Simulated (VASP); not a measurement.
Set up this calculation in VASP 6.6.1, as the native input.

```yaml
Task: single point
Functional: PBE
Potentials_or_basis: VASP PAW PBE potentials, release 64 (B, P, Ir_sv_GW)
Cutoff: 500 eV
k_mesh: 4 × 4 × 4
Occupations: gaussian, width 0.1 eV
Spin: no spin polarisation
Dipole_correction: no
Second_run: valence_matched
Further_INCAR_settings: ALGO = Normal; EDIFF = 1e-06; NBANDS = 33
```

The structure of B3P4Ir lies in POSCAR:

```
B3P4Ir
1.0
    4.7562483960      0.0000000000      0.0000000000
    0.0000000000      4.7562483960      0.0000000000
    0.0000000000      0.0000000000      4.7562483960
B P Ir
3 4 1
Direct
    0.0000000000      0.5000000000      0.5000000000
    0.5000000000      0.5000000000      0.0000000000
    0.5000000000      0.0000000000      0.5000000000
    0.2686153043      0.7313846957      0.7313846957
    0.7313846957      0.7313846957      0.2686153043
    0.7313846957      0.2686153043      0.7313846957
    0.2686153043      0.2686153043      0.2686153043
    0.0000000000      0.0000000000      0.0000000000
```

These files were run (other wordings do the same):

INCAR

```
SYSTEM = B3P4Ir
PREC = Accurate ; ENCUT = 500
EDIFF = 1E-6 ; ISMEAR = 0
SIGMA = 0.1 ; LREAL = .False.
LASPH = .True. ; NELM = 120
ALGO = Normal ; ISIF = 2
LWAVE = .False. ; LCHARG = .True.
GGA = PE ; LELF = .True.
LVHAR = .True. ; NBANDS = 33
GGA_COMPAT = .False.
```

KPOINTS

```
regular mesh
0
Gamma
  4 4 4
  0 0 0
```

Potentials or basis: VASP PAW PBE potentials, release 64 (B, P, Ir_sv_GW).

Command:

```bash
$ cat potpaw_PBE.64/B/POTCAR potpaw_PBE.64/P/POTCAR potpaw_PBE.64/Ir_sv_GW/POTCAR > POTCAR
$ mpirun -np 1 vasp_std > vasp.out
```

Results of the run:

```
Pressure               : -0.5 GPa
Largest force          : 0.022 eV/Å
Band gap on the k mesh : zero (band 23 reaches 9.23 eV, above the bottom of band 24 at 7.91 eV)
```

Caveat: spin-orbit coupling is left out, which moves the levels of the heavy elements.

It took 39 s on 1 thread of Intel(R) Xeon(R) Platinum 8259CL CPU @ 2.50GHz (Skylake/Cascade Lake), with other jobs on the host, peak memory 0.21 GiB.
